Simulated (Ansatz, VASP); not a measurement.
# One calculation of In, two programs

```
In
1.0
     3.44315    0.00000    0.00000
    -1.72158    2.98186    0.00000
     0.00000    0.00000    5.68698
In
2
Cartesian
  0.0000 1.9879 1.4217
  1.7216 0.9940 4.2652
```

Alike in both runs: task single point; functional r2SCAN; k mesh 8 × 8 × 4; occupations fermi-dirac, width 0.1 eV; no spin polarisation.

|  | VASP | Ansatz |
| --- | --- | --- |
| version | VASP 6.6.1 | Ansatz 0.2.0 |
| potentials or method | VASP PAW PBE potentials, release 64 (In_d), cutoff 520 eV | plane waves, PAW |
| valence electrons in the cell | 26 | 26 |

|  | VASP | Ansatz | Ansatz less VASP |
| --- | --- | --- | --- |
| pressure (GPa) | -3.1 | -3.0 | +0.14 |
| traceless stress, the component that is largest in VASP (GPa) | 1.10 | 1.10 | +0.003 |

VASP's potentials were made for PBE, not for r2SCAN.
